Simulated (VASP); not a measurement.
Here is a VASP 6.6.1 calculation.

File POSCAR:

```
Re
1.0
   -1.5054497128      1.5054497128      1.5054497128
    1.5054497128     -1.5054497128      1.5054497128
    1.5054497128      1.5054497128     -1.5054497128
Re
1
Direct
    0.0000000000      0.0000000000      0.0000000000
```

INCAR.step1

```
SYSTEM = Re
PREC = Accurate
ENCUT = 660
ISMEAR = -1
SIGMA = 0.1
LREAL = .False.
LASPH = .True.
NELM = 120
NBANDS = 10
GGA = PE
ALGO = Normal
EDIFF = 1E-5
LWAVE = .True.
LCHARG = .False.
GGA_COMPAT = .False.
```

INCAR.step2

```
SYSTEM = Re
PREC = Accurate
ENCUT = 660
EDIFF = 1E-6
ISMEAR = -1
SIGMA = 0.1
LREAL = .False.
LASPH = .True.
NELM = 120
ALGO = Normal
ISIF = 2
LWAVE = .False.
LCHARG = .True.
METAGGA = R2SCAN
LMIXTAU = .True.
LELF = .True.
LVHAR = .True.
NBANDS = 10
ISTART = 1
GGA_COMPAT = .False.
```

Contents of KPOINTS:

```
regular mesh
0
Gamma
  16 16 16
  0 0 0
```

Potentials or basis: VASP PAW PBE potentials, release 64 (Re).

Run with:

```bash
$ cat potpaw_PBE.64/Re/POTCAR > POTCAR
$ cp INCAR.step1 INCAR
$ mpirun -np 1 vasp_std > vasp.out
$ cp INCAR.step2 INCAR
$ mpirun -np 1 vasp_std > vasp.out
```

Task: Predict the band gap on the k mesh.

Result: Zero (an odd number of electrons rules out a gap without spin polarisation).

Task: Predict the pressure.

Result: 39.4 GPa.

Caveat: the cell stands under pressure; the PAW data sets were made with another functional, which shifts forces and pressure a little; spin-orbit coupling is left out, which moves the levels of the heavy elements.
